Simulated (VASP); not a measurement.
# BN in VASP: a series of runs, part 2 of 2

VASP 6.6.1. Earlier steps stand in the parts before.

## 3. Single point, PBEsol

Contents of INCAR:

```
SYSTEM = BN
PREC = Accurate
ENCUT = 520
EDIFF = 1E-6
ISMEAR = 0
SIGMA = 0.05
LREAL = .False.
LASPH = .True.
NELM = 60
ALGO = Normal
ISIF = 2
LWAVE = .False.
LCHARG = .True.
LDIPOL = .True.
IDIPOL = 3
DIPOL = 0.5 0.5 0.500
GGA = PS
LELF = .True.
LVHAR = .True.
LVACPOTAV = .True.
NBANDS = 21
```

Contents of KPOINTS:

```
Automatic mesh
0
Gamma
  12 12 1
  0 0 0
```

Contents of POSCAR:

```
BN
1.0
    2.5043488508      0.0000000000      0.0000000000
   -1.2521744254      2.1688297247      0.0000000000
    0.0000000000      0.0000000000     22.0190941495
B N
3 3
Direct
    0.3333333333      0.6666666667      0.3403993359
    0.6666666667      0.3333333333      0.5000002820
    0.3333333333      0.6666666667      0.6596003678
    0.6666666667      0.3333333333      0.3402797738
    0.3333333333      0.6666666667      0.5000002955
    0.6666666667      0.3333333333      0.6597199451
```

Potentials or basis: VASP PAW PBE potentials, release 64 (B, N).

On the command line:

```console
> cat potpaw_PBE.64/B/POTCAR potpaw_PBE.64/N/POTCAR > POTCAR
> mpirun -np 1 vasp_std > vasp.out
```

OUTCAR:

```text
SYSTEM = BN
   PREC = Accurate
   ENCUT = 520
   EDIFF = 1E-6
   ISMEAR = 0
   LREAL = .False.
   LASPH = .True.
   NELM = 60
   ISIF = 2
   GGA = PS

 ion  position               nearest neighbor table
   1  0.333  0.667  0.340-   4 1.45   4 1.45   4 1.45
   2  0.667  0.333  0.500-   5 1.45   5 1.45   5 1.45
   3  0.333  0.667  0.660-   6 1.45   6 1.45   6 1.45
   4  0.667  0.333  0.340-   1 1.45   1 1.45   1 1.45
   5  0.333  0.667  0.500-   2 1.45   2 1.45   2 1.45
   6  0.667  0.333  0.660-   3 1.45   3 1.45   3 1.45

  LATTYP: Found a hexagonal cell.
 ALAT       =     2.5043488508
 C/A-ratio  =     8.7923430246

  Lattice vectors:

 A1 = (   2.5043488508,   0.0000000000,   0.0000000000)
 A2 = (  -1.2521744254,   2.1688297247,   0.0000000000)
 A3 = (   0.0000000000,   0.0000000000,  22.0190941495)

Analysis of symmetry for initial positions (statically):
=====================================================================
 Subroutine PRICEL returns:
 Original cell was already a primitive cell.

 Routine SETGRP: Setting up the symmetry group for a
 hexagonal supercell.

 Subroutine GETGRP returns: Found 12 space group operations
 (whereof 12 operations were pure point group operations)
 out of a pool of 24 trial point group operations.

The static configuration has the point symmetry D_3h.

Analysis of symmetry for dynamics (positions and initial velocities):
=====================================================================
 Subroutine PRICEL returns:
 Original cell was already a primitive cell.

 Routine SETGRP: Setting up the symmetry group for a
 hexagonal supercell.

 Subroutine GETGRP returns: Found 12 space group operations
 (whereof 12 operations were pure point group operations)
 out of a pool of 24 trial point group operations.
[... 126 lines left out ...]
  Thomas-Fermi vector in A             =   2.087564
   LORBIT       =      0    0 simple, 1 ext, 2 COOP (PROOUT), +10 PAW based schemes
   GGA     = PS    functional components
   LHFCALC =     F    Hartree Fock is set to
   AEXX    =    0.0000 exact exchange contribution
   IVDW    =     0    specifies the selected vdW correction
   LEPSILON=     F    determine dielectric tensor
   LRPA    =     F    only Hartree local field effects (RPA)
 non-spin polarized calculation
 Gauss-broadening in eV      SIGMA  =   0.05
  energy-cutoff  :      520.00
  volume of cell :      119.60
 maximum number of plane-waves:      3247
 NGX is ok and might be reduce to    20
   NGX =  9   NGY =  9   NGZ = 81

 dipolmoment           0.000000      0.000000      0.000000 electrons x Angstroem

 number of electron      23.9999999 magnetization

 dipolmoment           0.000000      0.000000     -0.000001 electrons x Angstroem

 Free energy of the ion-electron system (eV)
  ---------------------------------------------------
  ext. energy  EPLUGINS =         0.00000000
  ---------------------------------------------------
  free energy    TOTEN  =       -54.84567030 eV

  energy without entropy =      -54.84567030  energy(sigma->0) =      -54.84567030

 E-fermi :  -1.9834     XC(G=0):  -5.0691

 val. band max:       -2.2336696507   @ k =   0.3333   0.3333   0.0000
 cond. band min:       2.1203446354   @ k =   0.5000   0.0000   0.0000
 fundamental gap:      4.3540142861
 Fermi energy:        -1.9834298356

 k-point     1 :       0.0000    0.0000    0.0000
  band No.  band energies     occupation
      1     -19.9304      2.00000
      2     -19.8554      2.00000
      3     -19.7926      2.00000
      4      -8.0926      2.00000
      5      -7.5398      2.00000
      6      -6.9402      2.00000
[... 445 lines left out ...]
     20      11.2498      0.00000
     21      11.2552      0.00000

------------------------ aborting loop because EDIFF is reached ----------------------------------------

  FORCE on cell =-STRESS in cart. coord.  units (eV):
  Direction    XX          YY          ZZ          XY          YZ          ZX
  --------------------------------------------------------------------------------------
  -------------------------------------------------------------------------------------
  Total        0.1418650      0.1418650     -0.0519736      0.0000000      0.0000000      0.0000000
  in kB        1.9004922      1.9004922     -0.6962638      0.0000000      0.0000000      0.0000000
  external PRESSURE =       1.0349069 kB  Pullay stress =       0.0000000 kB

 VOLUME and BASIS-vectors are now :
 -----------------------------------------------------------------------------
  energy-cutoff  :      520.00
  volume of cell :      119.60
      direct lattice vectors                 reciprocal lattice vectors
     2.504348851  0.000000000  0.000000000     0.399305392  0.230539076  0.000000000
    -1.252174425  2.168829725  0.000000000     0.000000000  0.461078151  0.000000000
     0.000000000  0.000000000 22.019094149     0.000000000  0.000000000  0.045415129

 POSITION                                       TOTAL-FORCE (eV/Angst)
 -----------------------------------------------------------------------------------
     -0.00000      1.44589      7.49529         0.000000      0.000000     -0.011989
      1.25217      0.72294     11.00955        -0.000000     -0.000000      0.000000
     -0.00000      1.44589     14.52380         0.000000     -0.000000      0.011989
      1.25217      0.72294      7.49265        -0.000000     -0.000000      0.011296
     -0.00000      1.44589     11.00955        -0.000000     -0.000000      0.000000
      1.25217      0.72294     14.52644        -0.000000     -0.000000     -0.011296
 -----------------------------------------------------------------------------------
    total drift:                               -0.000000      0.000000     -0.000251

  FREE ENERGIE OF THE ION-ELECTRON SYSTEM (eV)
  ---------------------------------------------------
  free  energy   TOTEN  =       -54.8456703039 eV

  energy  without entropy=      -54.8456703039  energy(sigma->0) =      -54.84567030

 vacuum level on the upper side and lower side of the slab         3.678         3.678
```

OSZICAR:

```text
N       E                     dE             d eps       ncg     rms          rms(c)
DAV:   1     0.161229881203E+03    0.16123E+03   -0.11057E+04   798   0.957E+02
DAV:   2    -0.448495695417E+02   -0.20608E+03   -0.19604E+03  1138   0.237E+02
DAV:   3    -0.598972991833E+02   -0.15048E+02   -0.14973E+02   981   0.735E+01
DAV:   4    -0.602134486034E+02   -0.31615E+00   -0.31586E+00  1161   0.122E+01
[... 12 lines left out ...]
DAV:  17    -0.548456150865E+02   -0.12142E-03   -0.81843E-06   904   0.200E-02    0.328E-03
DAV:  18    -0.548456612451E+02   -0.46159E-04   -0.22549E-06   856   0.107E-02    0.121E-03
DAV:  19    -0.548456673504E+02   -0.61053E-05   -0.45476E-07   872   0.412E-03    0.477E-04
DAV:  20    -0.548456697621E+02   -0.24117E-05   -0.60508E-08   802   0.147E-03    0.217E-04
DAV:  21    -0.548456703039E+02   -0.54175E-06   -0.11314E-08   810   0.608E-04
   1 F= -.54845670E+02 E0= -.54845670E+02  d E =-.524857E-14
```

stdout:

```text
POSCAR found type information on POSCAR B N
 POSCAR found :  2 types and       6 ions
 scaLAPACK will be used
 -----------------------------------------------------------------------------
|                                                                             |
[... 23 lines left out ...]
|     field-free region was found. Please increase the size of  your cell     |
|     in the dimension of the dipole correction to obtain accurate            |
|     workfunction values.                                                    |
|                                                                             |
 -----------------------------------------------------------------------------
```

It took 1.8 min on 1 thread of Intel Xeon 8259CL, shared host; peak memory 0.25 GiB.

Results:

```yaml
Free_energy: -54.8457 eV
Largest_force: 0.012 eV/Å
Band_gap_on_the_k_mesh: 4.35 eV (least direct gap 4.61 eV)
```

Forces on the atoms (eV/Å):
```
B    0.000  0.000 -0.012
B    0.000  0.000  0.000
B    0.000  0.000  0.012
N    0.000  0.000  0.011
N    0.000  0.000  0.000
N    0.000  0.000 -0.011
```

Caveat: the PAW data sets were made with another functional, which shifts forces and pressure a little.

## 4. Relaxation of the atoms, PBEsol

Contents of INCAR:

```
SYSTEM = BN
  PREC = Accurate
  ENCUT = 520
  EDIFF = 1E-6
  ISMEAR = 0
  SIGMA = 0.05
  LREAL = .False.
  LASPH = .True.
  NELM = 60
  ALGO = Normal
  ISIF = 2
  LWAVE = .False.
  LCHARG = .False.
  LDIPOL = .True.
  IDIPOL = 3
  DIPOL = 0.5 0.5 0.500
  GGA = PS
  IBRION = 2
  NSW = 80
  EDIFFG = -0.02
```

Contents of KPOINTS:

```
regular mesh
0
Gamma
  12 12 1
  0 0 0
```

Contents of POSCAR:

```
BN
1.0
    2.5043488508      0.0000000000      0.0000000000
   -1.2521744254      2.1688297247      0.0000000000
    0.0000000000      0.0000000000     22.0190941495
B N
3 3
Direct
    0.3333333333      0.6666666667      0.3406134671
    0.6666666667      0.3333333333      0.5000000000
    0.3333333333      0.6666666667      0.6593865329
    0.6666666667      0.3333333333      0.3406134671
    0.3333333333      0.6666666667      0.5000000000
    0.6666666667      0.3333333333      0.6593865329
```

Potentials or basis: VASP PAW PBE potentials, release 64 (B, N).

On the command line:

```console
> cat potpaw_PBE.64/B/POTCAR potpaw_PBE.64/N/POTCAR > POTCAR
> mpirun -np 1 vasp_std > vasp.out
```

OUTCAR:

```text
SYSTEM = BN
   PREC = Accurate
   ENCUT = 520
   EDIFF = 1E-6
   ISMEAR = 0
   LREAL = .False.
   LASPH = .True.
   NELM = 60
   ISIF = 2
   GGA = PS
   IBRION = 2
   NSW = 80
   EDIFFG = -0.02

 ion  position               nearest neighbor table
   1  0.333  0.667  0.341-   4 1.45   4 1.45   4 1.45
   2  0.667  0.333  0.500-   5 1.45   5 1.45   5 1.45
   3  0.333  0.667  0.659-   6 1.45   6 1.45   6 1.45
   4  0.667  0.333  0.341-   1 1.45   1 1.45   1 1.45
   5  0.333  0.667  0.500-   2 1.45   2 1.45   2 1.45
   6  0.667  0.333  0.659-   3 1.45   3 1.45   3 1.45

  LATTYP: Found a hexagonal cell.
 ALAT       =     2.5043488508
 C/A-ratio  =     8.7923430246

  Lattice vectors:

 A1 = (   2.5043488508,   0.0000000000,   0.0000000000)
 A2 = (  -1.2521744254,   2.1688297247,   0.0000000000)
 A3 = (   0.0000000000,   0.0000000000,  22.0190941495)

Analysis of symmetry for initial positions (statically):
[... 241 lines left out ...]
      2     -19.8546      2.00000
      3     -19.7899      2.00000
      4      -8.0955      2.00000
      5      -7.5392      2.00000
      6      -6.9331      2.00000
[... 338 lines left out ...]
      3     -16.1469      2.00000
      4     -10.2292      2.00000
      5     -10.1861      2.00000
      6     -10.1536      2.00000
[... 8 lines left out ...]
     15       2.4468      0.00000
     16       8.7975      0.00000

------------------------ aborting loop because EDIFF is reached ----------------------------------------

 vacuum level on the upper side and lower side of the slab       (xc-potential included)        -0.279        -0.279

  FORCE on cell =-STRESS in cart. coord.  units (eV):
  Direction    XX          YY          ZZ          XY          YZ          ZX
  --------------------------------------------------------------------------------------
  -------------------------------------------------------------------------------------
  Total        0.1426912      0.1426912     -0.0499776      0.0000000      0.0000000      0.0000000
  in kB        1.9115605      1.9115605     -0.6695238      0.0000000      0.0000000      0.0000000
  external PRESSURE =       1.0511991 kB  Pullay stress =       0.0000000 kB

 VOLUME and BASIS-vectors are now :
 -----------------------------------------------------------------------------
  energy-cutoff  :      520.00
  volume of cell :      119.60
      direct lattice vectors                 reciprocal lattice vectors
     2.504348851  0.000000000  0.000000000     0.399305392  0.230539076  0.000000000
    -1.252174425  2.168829725  0.000000000     0.000000000  0.461078151  0.000000000
     0.000000000  0.000000000 22.019094149     0.000000000  0.000000000  0.045415129

 POSITION                                       TOTAL-FORCE (eV/Angst)
 -----------------------------------------------------------------------------------
     -0.00000      1.44589      7.50124         0.000000      0.000000     -0.010521
      1.25217      0.72294     11.00955         0.000000     -0.000000      0.000000
     -0.00000      1.44589     14.51785         0.000000      0.000000      0.010521
      1.25217      0.72294      7.49868        -0.000000      0.000000      0.009550
     -0.00000      1.44589     11.00955        -0.000000      0.000000      0.000000
      1.25217      0.72294     14.52041        -0.000000      0.000000     -0.009550
 -----------------------------------------------------------------------------------
    total drift:                               -0.000000      0.000000     -0.000000

  FREE ENERGIE OF THE ION-ELECTRON SYSTEM (eV)
  ---------------------------------------------------
  free  energy   TOTEN  =       -54.8456567925 eV

  energy  without entropy=      -54.8456567925  energy(sigma->0) =      -54.84565679

 reached required accuracy - stopping structural energy minimisation

 vacuum level on the upper side and lower side of the slab         3.404         3.404
```

OSZICAR:

```text
N       E                     dE             d eps       ncg     rms          rms(c)
DAV:   1     0.184402086474E+03    0.18440E+03   -0.11332E+04   608   0.125E+03
DAV:   2    -0.426449554638E+02   -0.22705E+03   -0.21834E+03   888   0.288E+02
DAV:   3    -0.599464347052E+02   -0.17301E+02   -0.17280E+02   776   0.994E+01
[... 20 lines left out ...]
DAV:   1    -0.548456664500E+02   -0.49356E-04   -0.14144E-02   608   0.101E+00    0.149E-02
DAV:   2    -0.548456634507E+02    0.29993E-05   -0.10331E-04   800   0.850E-02    0.130E-02
DAV:   3    -0.548456588869E+02    0.45638E-05   -0.66524E-06   792   0.271E-02    0.715E-03
DAV:   4    -0.548456566945E+02    0.21924E-05   -0.33165E-06   712   0.226E-02    0.168E-03
DAV:   5    -0.548456567925E+02   -0.98002E-07   -0.99654E-07   704   0.136E-02
   2 F= -.54845657E+02 E0= -.54845657E+02  d E =-.393528E-04
```

It took 1.9 min on 1 thread of Intel Xeon 8259CL, shared host; peak memory 0.25 GiB.

Results:

```
Free energy                  : -54.8457 eV
Energy gained by relaxing    : 0.0 meV/atom
Ionic steps                  : 2
Largest force after relaxing : 0.011 eV/Å
Band gap on the k mesh       : 4.35 eV (least direct gap 4.61 eV)
```

Forces in eV/Å, atoms in the order of the input:
```
B    0.000  0.000 -0.011
B    0.000  0.000  0.000
B    0.000  0.000  0.011
N    0.000  0.000  0.010
N    0.000  0.000  0.000
N    0.000  0.000 -0.010
```

Final structure:
```cif
data_structure
_symmetry_space_group_name_H-M 'P 1'
_symmetry_Int_Tables_number 1
_cell_length_a 2.5043
_cell_length_b 2.5043
_cell_length_c 22.0191
_cell_angle_alpha 90.000
_cell_angle_beta 90.000
_cell_angle_gamma 120.000
_cell_volume 119.60
loop_
_atom_site_label
_atom_site_type_symbol
_atom_site_fract_x
_atom_site_fract_y
_atom_site_fract_z
_atom_site_occupancy
B1 B 0.33333 0.66667 0.34067 1
B2 B 0.66667 0.33333 0.50000 1
B3 B 0.33333 0.66667 0.65933 1
N1 N 0.66667 0.33333 0.34055 1
N2 N 0.33333 0.66667 0.50000 1
N3 N 0.66667 0.33333 0.65945 1
```

Levels at points of the mesh, in eV from the valence-band top:
```
           k point  band 9  band 10  band 11  band 12  band 13  band 14  band 15  band 16
(0.00, 0.00, 0.00)   -1.31    -1.31    -1.30    -1.30     4.80     5.25     5.89     6.76
(0.50, 0.00, 0.00)   -4.11    -1.21    -0.92    -0.66     4.35     4.70     5.14     9.52
```

Caveat: the PAW data sets were made with another functional, which shifts forces and pressure a little.

## 5. Overview

```tsv
task	cell	gap on the mesh (eV)	largest force (eV/Å)
single point	as given, atomic positions A	4.36	0.03
single point	as given, atomic positions B	4.35	0.01
relaxation of the atoms	atoms relaxed, atomic positions A	4.35	0.01
```

Alike in all rows: level PBEsol; potentials or basis VASP PAW PBE potentials, release 64 (B, N); no spin polarisation; k mesh 12 × 12 × 1; cutoff (eV) 520; smearing gaussian 0.05 eV.

Caveats: the PAW data sets were made with another functional, which shifts forces and pressure a little.

Total energies depend on the potentials used, so only differences within one code and one set of settings carry meaning.
